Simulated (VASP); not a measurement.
# Ta (Im-3m) in VASP: notebook

Ta is run at these levels: PBEsol; tasks: electric field gradients.

Program: VASP 6.6.1. These are calculated values, not measurements. Logs are shortened: lines on timing, memory, paths and dates and some standing lists are left out, and cuts for length are marked.

**1. The cell of the first run**

It takes space group Im-3m (No. 229, cubic). The conventional cell has a = 3.346 Å, b = 3.346 Å, c = 3.346 Å, α = 90.00°, β = 90.00°, γ = 90.00°. Ta (site symmetry m-3m) has 14 Ta at 2.90 to 3.35 Å within 3.8 Å.

**2. Electric field gradients, PBEsol (volume scaled by 1.04)**

Contents of INCAR:

```
PREC     = Accurate       # precision mode
ENCUT    = 520            # plane-wave cutoff, eV
EDIFF    = 1E-8           # SCF threshold, eV
ISMEAR   = -1             # smearing method
SIGMA    = 0.08           # smearing width, eV
LREAL    = False          # projectors in reciprocal space
LASPH    = True           # aspherical terms in the spheres
NELM     = 60             # most SCF steps
ALGO     = Normal         # electronic algorithm
ISIF     = 2              # what is computed and relaxed
LWAVE    = False          # write WAVECAR
LCHARG   = False          # write CHGCAR
GGA      = PS             # functional
LEFG     = True         
NBANDS   = 12             # bands
```

Contents of KPOINTS:

```
Automatic mesh
0
Gamma
  17 17 17
```

Contents of POSCAR:

```
Ta
1.0
   -1.6730098603      1.6730098603      1.6730098603
    1.6730098603     -1.6730098603      1.6730098603
    1.6730098603      1.6730098603     -1.6730098603
Ta
1
Direct
    0.0000000000      0.0000000000      0.0000000000
```

Potentials or basis: VASP PAW PBE potentials, release 64 (Ta_pv).

On the command line:

```
> cat potpaw_PBE.64/Ta_pv/POTCAR > POTCAR
> mpirun -np 1 vasp_std > vasp.out
```

OUTCAR:

```text
PREC = Accurate
   ENCUT = 520
   EDIFF = 1E-8
   ISMEAR = -1
   LREAL = False
   LASPH = True
   NELM = 60
   ISIF = 2
   GGA = PS

 ion  position               nearest neighbor table
   1  0.000  0.000  0.000-

  LATTYP: Found a body centered cubic cell.
 ALAT       =     3.3460197206

  Lattice vectors:

 A1 = (  -1.6730098603,   1.6730098603,   1.6730098603)
 A2 = (   1.6730098603,  -1.6730098603,   1.6730098603)
 A3 = (   1.6730098603,   1.6730098603,  -1.6730098603)

Analysis of symmetry for initial positions (statically):
=====================================================================
 Subroutine PRICEL returns:
 Original cell was already a primitive cell.

 Routine SETGRP: Setting up the symmetry group for a
 body centered cubic supercell.

 Subroutine GETGRP returns: Found 48 space group operations
 (whereof 48 operations were pure point group operations)
 out of a pool of 48 trial point group operations.

The static configuration has the point symmetry O_h .

Analysis of symmetry for dynamics (positions and initial velocities):
=====================================================================
 Subroutine PRICEL returns:
 Original cell was already a primitive cell.

 Routine SETGRP: Setting up the symmetry group for a
 body centered cubic supercell.

 Subroutine GETGRP returns: Found 48 space group operations
 (whereof 48 operations were pure point group operations)
 out of a pool of 48 trial point group operations.

The dynamic configuration has the point symmetry O_h .

 Subroutine INISYM returns: Found 48 space group operations
 (whereof 48 operations are pure point group operations),
 and found     1 'primitive' translations

----------------------------------------------------------------------------------------

                                     Primitive cell

  volume of cell :      18.7308

  direct lattice vectors                    reciprocal lattice vectors
    -1.673009860  1.673009860  1.673009860     0.000000000  0.298862554  0.298862554
     1.673009860 -1.673009860  1.673009860     0.298862554  0.000000000  0.298862554
     1.673009860  1.673009860 -1.673009860     0.298862554  0.298862554  0.000000000

  length of vectors
     2.897738080  2.897738080  2.897738080     0.422655477  0.422655477  0.422655477

  position of ions in fractional coordinates (direct lattice)
     0.000000000  0.000000000  0.000000000

  ion indices of the primitive-cell ions
   primitive index   ion index
                 1           1

----------------------------------------------------------------------------------------

 KPOINTS: Automatic mesh

Automatic generation of k-mesh.
 Grid dimensions read from file:
 generate k-points for:   17   17   17

 Generating k-lattice:

  Cartesian coordinates                     Fractional coordinates (reciprocal lattice)
     0.000000000  0.017580150  0.017580150     0.058823529  0.000000000  0.000000000
     0.017580150  0.000000000  0.017580150     0.000000000  0.058823529  0.000000000
     0.017580150  0.017580150  0.000000000     0.000000000  0.000000000  0.058823529

  Length of vectors
     0.024862087  0.024862087  0.024862087

  Shift w.r.t. Gamma in fractional coordinates (k-lattice)
     0.000000000  0.000000000  0.000000000

 Subroutine IBZKPT returns following result:
 ===========================================

 Found    165 irreducible k-points:

 Following reciprocal coordinates:
            Coordinates               Weight
  0.000000  0.000000  0.000000      1.000000
  0.058824  0.000000  0.000000     12.000000
  0.117647  0.000000  0.000000     12.000000
  0.176471  0.000000  0.000000     12.000000
  0.235294  0.000000  0.000000     12.000000
  0.294118  0.000000  0.000000     12.000000
[... 16 lines left out ...]
  0.411765  0.117647  0.000000     48.000000
  0.176471  0.176471  0.000000     24.000000
 [... further k-points ...]
   k-points           NKPTS =    165   k-points in BZ     NKDIM =    165   number of bands    NBANDS=     12
   number of dos      NEDOS =    301   number of ions     NIONS =      1
   total plane-waves  NPLWV =  13824
   dimension x,y,z NGX =    24 NGY =   24 NGZ =   24
   dimension x,y,z NGXF=    48 NGYF=   48 NGZF=   48
   ions per type =               1
   NGX,Y,Z   is equivalent  to a cutoff of  13.77, 13.77, 13.77 a.u.
   NGXF,Y,Z  is equivalent  to a cutoff of  27.54, 27.54, 27.54 a.u.
 SYSTEM =  unknown system
   PREC   = accura    normal or accurate (medium, high low for compatibility)
   ISTART =      0    job   : 0-new  1-cont  2-samecut
   ICHARG =      2    charge: 1-file 2-atom 10-const
   ISPIN  =      1    spin polarized calculation?
   LNONCOLLINEAR =      F non collinear calculations
   LSORBIT =      F    spin-orbit coupling
   LASPH  =      T    aspherical Exc in radial PAW
   ENCUT  =  520.0 eV  38.22 Ry    6.18 a.u.   5.39  5.39  5.39*2*pi/ulx,y,z
   NELM   =     60;   NELMIN=  2; NELMDL= -5     # of ELM steps
   EDIFF  = 0.1E-07   stopping-criterion for ELM
   LREAL  =      F    real-space projection
   EDIFFG = 0.1E-06   stopping-criterion for IOM
   NSW    =      0    number of steps for IOM
   IBRION =     -1    ionic relax: 0-MD 1-quasi-New 2-CG
   NFREE  =      0    steps in history (QN), initial steepest desc. (CG)
   ISIF   =      2    stress and relaxation
   ISYM   =      2    0-nonsym 1-usesym 2-fastsym
   POTIM  = 0.5000    time-step for ionic-motion
   TEBEG  =    0.0;   TEEND  =   0.0 temperature during run
   PSTRESS=    0.0 pullay stress
   NELECT =      11.0000    total number of electrons
   NUPDOWN=      -1.0000    fix difference up-down
   EMIN   =  10.00;   EMAX   =-10.00  energy-range for DOS
   EFERMI =   0.00;   METHOD = LEGACY
   ISMEAR =    -1;   SIGMA  =   0.08  broadening in eV -4-tet -1-fermi 0-gaus
   EFERMI_NEDOS =   21; number of points for ismear=-14 and -15
   IALGO  =     38    algorithm
   IMIX   =      4    mixing-type and parameters
     AMIX     =   0.40;   BMIX     =  1.00
     AMIX_MAG =   1.60;   BMIX_MAG =  1.00
  volume/ion in A,a.u.               =      18.73       126.40
  Fermi-wavevector in a.u.,A,eV,Ry     =   1.370947  2.590714 25.572079  1.879495
  Thomas-Fermi vector in A             =   2.496687
   LORBIT       =      0    0 simple, 1 ext, 2 COOP (PROOUT), +10 PAW based schemes
   GGA     = PS    functional components
   LHFCALC =     F    Hartree Fock is set to
   AEXX    =    0.0000 exact exchange contribution
   IVDW    =     0    specifies the selected vdW correction
   LEPSILON=     F    determine dielectric tensor
   LRPA    =     F    only Hartree local field effects (RPA)
 non-spin polarized calculation
  energy-cutoff  :      520.00
  volume of cell :       18.73
 maximum number of plane-waves:       531
 NGX is ok and might be reduce to    24
   NGX = 11   NGY = 11   NGZ = 11

 number of electron      10.9999999 magnetization

 Free energy of the ion-electron system (eV)
  ---------------------------------------------------
  ext. energy  EPLUGINS =         0.00000000
  ---------------------------------------------------
  free energy    TOTEN  =       -12.52935382 eV

  energy without entropy =      -12.50051978  energy(sigma->0) =      -12.51493680

 E-fermi :   5.0180     XC(G=0): -12.5291

 val. band max:        5.0166536009   @ k =   0.3529   0.1765   0.0000
 cond. band min:       5.0286077638   @ k =  -0.4706  -0.4706   0.1765
 fundamental gap:      0.0119541629
 Fermi energy:         5.0179851492

 k-point     1 :       0.0000    0.0000    0.0000
  band No.  band energies     occupation
      1     -28.1714      2.00000
      2     -28.1714      2.00000
      3     -28.1714      2.00000
      4      -2.7659      2.00000
      5       5.7280      0.00028
      6       5.7280      0.00028
      7       5.7280      0.00028
      8       8.8595      0.00000
      9       8.8595      0.00000
     10      19.5337      0.00000
     11      19.8671      0.00000
     12      19.8671      0.00000

 k-point     2 :       0.0588    0.0000    0.0000
  band No.  band energies     occupation
      1     -28.2092      2.00000
      2     -28.1832      2.00000
      3     -28.1715      2.00000
      4      -2.6178      2.00000
      5       5.6327      0.00092
      6       5.7012      0.00039
      7       5.8724      0.00005
      8       8.7059      0.00000
      9       8.8604      0.00000
     10      19.5335      0.00000
     11      19.9986      0.00000
     12      20.1273      0.00000

 k-point     3 :       0.1176    0.0000    0.0000
  band No.  band energies     occupation
      1     -28.3165      2.00000
      2     -28.2167      2.00000
      3     -28.1720      2.00000
      4      -2.1896      2.00000
      5       5.3722      0.02361
      6       5.5845      0.00168
      7       6.3006      0.00000
      8       8.3951      0.00000
      9       8.8714      0.00000
     10      19.5329      0.00000
     11      20.3150      0.00000
     12      20.8797      0.00000
[... 286 lines left out ...]
 k-point    23 :       0.4118    0.1176    0.0000
  band No.  band energies     occupation
      1     -29.1568      2.00000
      2     -28.5505      2.00000
      3     -28.2270      2.00000
      4       1.2141      2.00000
      5       3.6527      2.00000
      6       5.7066      0.00037
      7       8.5689      0.00000
      8       9.9093      0.00000
      9      12.8832      0.00000
     10      15.5560      0.00000
     11      17.6749      0.00000
     12      19.5456      0.00000

 k-point    24 :       0.1765    0.1765    0.0000
  band No.  band energies     occupation
      1     -28.8406      2.00000
      2     -28.3938      2.00000
      3     -28.2403      2.00000
      4       0.3940      2.00000
      5       4.2175      1.99991
      6       4.4659      1.99799
      7       7.9470      0.00000
      8       9.4889      0.00000
      9       9.6391      0.00000
     10      19.1766      0.00000
     11      19.5780      0.00000
     12      21.3325      0.00000

 [... further k-points ...]
[... 5 lines left out ...]
  --------------------------------------------------------------------------------------
  -------------------------------------------------------------------------------------
  Total       -1.2559877     -1.2559877     -1.2559877      0.0000000      0.0000000     -0.0000000
  in kB     -107.4336896   -107.4336896   -107.4336896      0.0000000      0.0000000     -0.0000000
  external PRESSURE =    -107.4336896 kB  Pullay stress =       0.0000000 kB

 VOLUME and BASIS-vectors are now :
 -----------------------------------------------------------------------------
  energy-cutoff  :      520.00
  volume of cell :       18.73
      direct lattice vectors                 reciprocal lattice vectors
    -1.673009860  1.673009860  1.673009860     0.000000000  0.298862554  0.298862554
     1.673009860 -1.673009860  1.673009860     0.298862554  0.000000000  0.298862554
     1.673009860  1.673009860 -1.673009860     0.298862554  0.298862554  0.000000000

 POSITION                                       TOTAL-FORCE (eV/Angst)
 -----------------------------------------------------------------------------------
      0.00000      0.00000      0.00000        -0.000000     -0.000000     -0.000000
 -----------------------------------------------------------------------------------
    total drift:                               -0.000000      0.000000      0.000000

  FREE ENERGIE OF THE ION-ELECTRON SYSTEM (eV)
  ---------------------------------------------------
  free  energy   TOTEN  =       -12.5293538201 eV

  energy  without entropy=      -12.5005197818  energy(sigma->0) =      -12.51493680

 Electric field gradients (V/A^2)
---------------------------------------------------------------------
 ion       V_xx      V_yy      V_zz      V_xy      V_xz      V_yz
---------------------------------------------------------------------
   1      -0.000    -0.000    -0.000     0.000     0.000     0.000
---------------------------------------------------------------------

 Electric field gradients after diagonalization (V/A^2)
 (convention: |V_zz| > |V_xx| > |V_yy|)
----------------------------------------------------------------------
 ion       V_xx      V_yy      V_zz     asymmetry (V_yy - V_xx)/ V_zz
----------------------------------------------------------------------
   1      -0.000    -0.000     0.001       0.000
----------------------------------------------------------------------

           NMR quadrupolar parameters

 Cq : quadrupolar parameter    Cq=e*Q*V_zz/h
 eta: asymmetry parameters     (V_yy - V_xx)/ V_zz
 Q  : nuclear electric quadrupole moment in mb (millibarn)
----------------------------------------------------------------------
 ion       Cq(MHz)       eta       Q (mb)
----------------------------------------------------------------------
   1       0.000       0.000       1.000
----------------------------------------------------------------------
```

Wall time 45 s (1 thread of AMD EPYC 7R13, shared host); peak memory 0.14 GiB.

Results:

* Free energy: -12.5294 eV
* Pressure: -10.7 GPa

Caveat: without QUAD_EFG the Cq values of the log hold for a quadrupole moment of 1 mb, not for the nuclei; the PAW data sets were made with another functional, which shifts forces and pressure a little; spin-orbit coupling is left out, which moves the levels of the heavy elements.

**3. Electric field gradients, PBEsol (volume scaled by 1.04)**

Contents of INCAR:

```
SYSTEM = Ta
PREC = Accurate
ENCUT = 520
EDIFF = 1E-8
ISMEAR = -1
SIGMA = 0.08
LREAL = .False.
LASPH = .True.
NELM = 100
ALGO = Normal
ISIF = 2
LWAVE = .False.
LCHARG = .False.
GGA = PS
LEFG = .True.
NBANDS = 12
```

Contents of KPOINTS:

```
regular mesh
0
Gamma
  17 17 17
  0 0 0
```

POSCAR is that of step 2.

Potentials or basis: VASP PAW PBE potentials, release 64 (Ta_pv).

On the command line:

```
> cat potpaw_PBE.64/Ta_pv/POTCAR > POTCAR
> mpirun -np 1 vasp_std > vasp.out
```

OUTCAR:

```text
SYSTEM = Ta
   PREC = Accurate
   ENCUT = 520
   EDIFF = 1E-8
   ISMEAR = -1
   LREAL = .False.
   LASPH = .True.
   NELM = 100
   ISIF = 2
   GGA = PS

 ion  position               nearest neighbor table
   1  0.000  0.000  0.000-

  LATTYP: Found a body centered cubic cell.
 ALAT       =     3.3460197206

  Lattice vectors:

 A1 = (  -1.6730098603,   1.6730098603,   1.6730098603)
 A2 = (   1.6730098603,  -1.6730098603,   1.6730098603)
 A3 = (   1.6730098603,   1.6730098603,  -1.6730098603)

Analysis of symmetry for initial positions (statically):
=====================================================================
 Subroutine PRICEL returns:
 Original cell was already a primitive cell.

 Routine SETGRP: Setting up the symmetry group for a
 body centered cubic supercell.

 Subroutine GETGRP returns: Found 48 space group operations
 (whereof 48 operations were pure point group operations)
[... 540 lines left out ...]

 VOLUME and BASIS-vectors are now :
 -----------------------------------------------------------------------------
  energy-cutoff  :      520.00
  volume of cell :       18.73
      direct lattice vectors                 reciprocal lattice vectors
    -1.673009860  1.673009860  1.673009860     0.000000000  0.298862554  0.298862554
     1.673009860 -1.673009860  1.673009860     0.298862554  0.000000000  0.298862554
     1.673009860  1.673009860 -1.673009860     0.298862554  0.298862554  0.000000000

 POSITION                                       TOTAL-FORCE (eV/Angst)
 -----------------------------------------------------------------------------------
      0.00000      0.00000      0.00000        -0.000000     -0.000000     -0.000000
 -----------------------------------------------------------------------------------
    total drift:                               -0.000000      0.000000      0.000000

  FREE ENERGIE OF THE ION-ELECTRON SYSTEM (eV)
  ---------------------------------------------------
  free  energy   TOTEN  =       -12.5293538201 eV

  energy  without entropy=      -12.5005197818  energy(sigma->0) =      -12.51493680

 Electric field gradients (V/A^2)
---------------------------------------------------------------------
 ion       V_xx      V_yy      V_zz      V_xy      V_xz      V_yz
---------------------------------------------------------------------
   1      -0.000    -0.000    -0.000     0.000     0.000     0.000
---------------------------------------------------------------------

 Electric field gradients after diagonalization (V/A^2)
 (convention: |V_zz| > |V_xx| > |V_yy|)
----------------------------------------------------------------------
 ion       V_xx      V_yy      V_zz     asymmetry (V_yy - V_xx)/ V_zz
----------------------------------------------------------------------
   1      -0.000    -0.000     0.001       0.000
----------------------------------------------------------------------

           NMR quadrupolar parameters

 Cq : quadrupolar parameter    Cq=e*Q*V_zz/h
 eta: asymmetry parameters     (V_yy - V_xx)/ V_zz
 Q  : nuclear electric quadrupole moment in mb (millibarn)
----------------------------------------------------------------------
 ion       Cq(MHz)       eta       Q (mb)
----------------------------------------------------------------------
   1       0.000       0.000       1.000
----------------------------------------------------------------------
```

OSZICAR:

```text
N       E                     dE             d eps       ncg     rms          rms(c)
DAV:   1     0.599597649025E+02    0.59960E+02   -0.61128E+03  3968   0.870E+02
DAV:   2    -0.120726461614E+02   -0.72032E+02   -0.70304E+02  4468   0.241E+02
DAV:   3    -0.130737577332E+02   -0.10011E+01   -0.99073E+00  4696   0.270E+01
DAV:   4    -0.130763823136E+02   -0.26246E-02   -0.26243E-02  4468   0.155E+00
DAV:   5    -0.130763918164E+02   -0.95029E-05   -0.95027E-05  4716   0.884E-02    0.129E+01
DAV:   6    -0.126518374602E+02    0.42455E+00   -0.33997E-01  4684   0.614E+00    0.606E+00
DAV:   7    -0.125308176297E+02    0.12102E+00   -0.28532E-01  4560   0.513E+00    0.363E-01
DAV:   8    -0.125294013194E+02    0.14163E-02   -0.89791E-03  4392   0.771E-01    0.130E-01
DAV:   9    -0.125293575881E+02    0.43731E-04   -0.15205E-04  4604   0.125E-01    0.233E-02
DAV:  10    -0.125293538508E+02    0.37373E-05   -0.37576E-06  4352   0.204E-02    0.257E-03
DAV:  11    -0.125293538709E+02   -0.20099E-07   -0.16616E-07  4536   0.448E-03    0.333E-04
DAV:  12    -0.125293538141E+02    0.56790E-07   -0.17282E-09  3032   0.469E-04    0.588E-05
DAV:  13    -0.125293538201E+02   -0.59702E-08   -0.21675E-10  2364   0.171E-04
   1 F= -.12529354E+02 E0= -.12514937E+02  d E =-.288340E-01
```

Wall time 47 s (1 thread of AMD EPYC 7R13, shared host); peak memory 0.14 GiB.

What came out:

| Item | Value |
| --- | --- |
| Free energy | -12.5294 eV |
| Pressure | -10.7 GPa |

Levels at points of the mesh, in eV from the Fermi level:
| k point | band 4 | band 5 | band 6 | band 7 | band 8 | band 9 |
| --- | --- | --- | --- | --- | --- | --- |
| (0.00, 0.00, 0.00) | -7.78 | 0.71 | 0.71 | 0.71 | 3.84 | 3.84 |

Caveat: without QUAD_EFG the Cq values of the log hold for a quadrupole moment of 1 mb, not for the nuclei; the PAW data sets were made with another functional, which shifts forces and pressure a little; spin-orbit coupling is left out, which moves the levels of the heavy elements.

(Continued in part 2 of 2.)
